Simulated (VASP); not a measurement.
# Pd (Fm-3m) in VASP: further runs, part 2 of 2

VASP 6.6.1. Earlier steps stand in the parts before.

**3. Electric field gradients, PBE (volume scaled by 1.06)**

INCAR reads:

```
PREC     = Accurate       # precision mode
ENCUT    = 520            # plane-wave cutoff, eV
EDIFF    = 1E-8           # SCF threshold, eV
ISMEAR   = -1             # smearing method
SIGMA    = 0.05           # smearing width, eV
LREAL    = False          # projectors in reciprocal space
LASPH    = True           # aspherical terms in the spheres
NELM     = 80             # most SCF steps
ALGO     = Normal         # electronic algorithm
ISIF     = 2              # what is computed and relaxed
LWAVE    = False          # write WAVECAR
LCHARG   = False          # write CHGCAR
GGA      = PE             # functional
LEFG     = True         
NBANDS   = 11             # bands
```

KPOINTS reads:

```
regular mesh
0
Gamma
  18 18 18
```

POSCAR reads:

```
Pd
1.0
    0.0000000000      1.9830449783      1.9830449783
    1.9830449783      0.0000000000      1.9830449783
    1.9830449783      1.9830449783      0.0000000000
Pd
1
Direct
    0.0000000000      0.0000000000      0.0000000000
```

Potentials or basis: VASP PAW PBE potentials, release 64 (Pd).

Launch:

```console
cat potpaw_PBE.64/Pd/POTCAR > POTCAR
mpirun -np 1 vasp_std > vasp.out
```

OUTCAR:

```text
PREC = Accurate
   ENCUT = 520
   EDIFF = 1E-8
   ISMEAR = -1
   LREAL = False
   LASPH = True
   NELM = 80
   ISIF = 2
   GGA = PE

 ion  position               nearest neighbor table
   1  0.000  0.000  0.000-

  LATTYP: Found a face centered cubic cell.
 ALAT       =     3.9660899566

  Lattice vectors:

 A1 = (   0.0000000000,   1.9830449783,   1.9830449783)
 A2 = (   1.9830449783,   0.0000000000,   1.9830449783)
 A3 = (   1.9830449783,   1.9830449783,   0.0000000000)

Analysis of symmetry for initial positions (statically):
=====================================================================
 Subroutine PRICEL returns:
 Original cell was already a primitive cell.

 Routine SETGRP: Setting up the symmetry group for a
 face centered cubic supercell.

 Subroutine GETGRP returns: Found 48 space group operations
 (whereof 48 operations were pure point group operations)
 out of a pool of 48 trial point group operations.

The static configuration has the point symmetry O_h .

Analysis of symmetry for dynamics (positions and initial velocities):
=====================================================================
 Subroutine PRICEL returns:
 Original cell was already a primitive cell.

 Routine SETGRP: Setting up the symmetry group for a
 face centered cubic supercell.

 Subroutine GETGRP returns: Found 48 space group operations
 (whereof 48 operations were pure point group operations)
 out of a pool of 48 trial point group operations.

The dynamic configuration has the point symmetry O_h .

 Subroutine INISYM returns: Found 48 space group operations
[... 149 lines left out ...]

 k-point     1 :       0.0000    0.0000    0.0000
  band No.  band energies     occupation
      1       2.1535      2.00000
      2       6.2731      2.00000
      3       6.2731      2.00000
      4       6.2731      2.00000
      5       7.7422      2.00000
      6       7.7422      2.00000
      7      26.0200      0.00000
      8      30.4803      0.00000
      9      30.4803      0.00000
     10      30.4803      0.00000
     11      35.1842      0.00000
[... 309 lines left out ...]
 k-point    24 :      -0.2222    0.0556    0.0000
  band No.  band energies     occupation
      1       3.8062      2.00000
      2       6.0751      2.00000
      3       6.5737      2.00000
      4       6.6037      2.00000
      5       7.6393      2.00000
      6       8.1180      2.00000
      7      23.3313      0.00000
      8      26.9030      0.00000
      9      30.4094      0.00000
     10      32.9205      0.00000
     11      33.1848      0.00000

 [... further k-points ...]
[... 5 lines left out ...]
  --------------------------------------------------------------------------------------
  -------------------------------------------------------------------------------------
  Total       -0.3042184     -0.3042184     -0.3042184      0.0000000      0.0000000     -0.0000000
  in kB      -31.2513178    -31.2513178    -31.2513178      0.0000000      0.0000000     -0.0000000
  external PRESSURE =     -31.2513178 kB  Pullay stress =       0.0000000 kB

 VOLUME and BASIS-vectors are now :
 -----------------------------------------------------------------------------
  energy-cutoff  :      520.00
  volume of cell :       15.60
      direct lattice vectors                 reciprocal lattice vectors
     0.000000000  1.983044978  1.983044978    -0.252137498  0.252137498  0.252137498
     1.983044978  0.000000000  1.983044978     0.252137498 -0.252137498  0.252137498
     1.983044978  1.983044978  0.000000000     0.252137498  0.252137498 -0.252137498

 POSITION                                       TOTAL-FORCE (eV/Angst)
 -----------------------------------------------------------------------------------
      0.00000      0.00000      0.00000         0.000000      0.000000      0.000000
 -----------------------------------------------------------------------------------
    total drift:                               -0.000000      0.000000     -0.000000

  FREE ENERGIE OF THE ION-ELECTRON SYSTEM (eV)
  ---------------------------------------------------
  free  energy   TOTEN  =        -5.2268688058 eV

  energy  without entropy=       -5.2073962247  energy(sigma->0) =       -5.21713252

 Electric field gradients (V/A^2)
---------------------------------------------------------------------
 ion       V_xx      V_yy      V_zz      V_xy      V_xz      V_yz
---------------------------------------------------------------------
   1      -0.000    -0.000    -0.000    -0.000    -0.000    -0.000
---------------------------------------------------------------------

 Electric field gradients after diagonalization (V/A^2)
 (convention: |V_zz| > |V_xx| > |V_yy|)
----------------------------------------------------------------------
 ion       V_xx      V_yy      V_zz     asymmetry (V_yy - V_xx)/ V_zz
----------------------------------------------------------------------
   1       0.000     0.000    -0.000       0.000
----------------------------------------------------------------------

           NMR quadrupolar parameters

 Cq : quadrupolar parameter    Cq=e*Q*V_zz/h
 eta: asymmetry parameters     (V_yy - V_xx)/ V_zz
 Q  : nuclear electric quadrupole moment in mb (millibarn)
----------------------------------------------------------------------
 ion       Cq(MHz)       eta       Q (mb)
----------------------------------------------------------------------
   1      -0.000       0.000       1.000
----------------------------------------------------------------------
```

OSZICAR:

```text
N       E                     dE             d eps       ncg     rms          rms(c)
DAV:   1     0.421078680161E+02    0.42108E+02   -0.51366E+03  4322   0.846E+02
DAV:   2    -0.490182106032E+01   -0.47010E+02   -0.45392E+02  4874   0.181E+02
DAV:   3    -0.548844144222E+01   -0.58662E+00   -0.58291E+00  5167   0.213E+01
DAV:   4    -0.549146760423E+01   -0.30262E-02   -0.30258E-02  5082   0.160E+00
DAV:   5    -0.549150469100E+01   -0.37087E-04   -0.37087E-04  5690   0.158E-01    0.661E+00
DAV:   6    -0.523713452735E+01    0.25437E+00   -0.11474E+00  5196   0.854E+00    0.322E+00
DAV:   7    -0.522983838445E+01    0.72961E-02   -0.75520E-03  5388   0.677E-01    0.176E+00
DAV:   8    -0.522686453349E+01    0.29739E-02   -0.90775E-04  5276   0.210E-01    0.504E-02
DAV:   9    -0.522686527707E+01   -0.74358E-06   -0.16923E-05  5523   0.350E-02    0.157E-02
DAV:  10    -0.522686912275E+01   -0.38457E-05   -0.22751E-06  5299   0.143E-02    0.338E-03
DAV:  11    -0.522686882224E+01    0.30050E-06   -0.23633E-08  5717   0.145E-03    0.307E-04
DAV:  12    -0.522686879727E+01    0.24973E-07   -0.24876E-09  3691   0.439E-04    0.769E-05
DAV:  13    -0.522686880578E+01   -0.85124E-08   -0.97200E-11  3384   0.991E-05
   1 F= -.52268688E+01 E0= -.52171325E+01  d E =-.194726E-01
```

Run time: 14 s. Hardware: 1 thread of Intel Xeon 6975P-C (Granite Rapids), shared host; peak memory 0.16 GiB.

Results:

```
Free energy            : -5.2269 eV
Pressure               : -3.1 GPa
Band gap on the k mesh : zero (band 5 reaches 9.13 eV, above the bottom of band 6 at 7.69 eV)
```

Levels at points of the mesh, in eV from the Fermi level:
| k point | band 3 | band 4 | band 5 | band 6 | band 7 | band 8 |
| --- | --- | --- | --- | --- | --- | --- |
| (0.00, 0.00, 0.00) | -2.59 | -2.59 | -1.12 | -1.12 | 17.15 | 21.61 |
| (0.50, 0.00, 0.00) | -2.63 | -0.03 | -0.03 | 1.14 | 6.89 | 16.50 |
| (0.50, 0.50, 0.00) | -0.06 | 0.26 | 0.26 | 3.36 | 10.21 | 12.91 |

Caveat: without QUAD_EFG the Cq values of the log hold for a quadrupole moment of 1 mb, not for the nuclei.
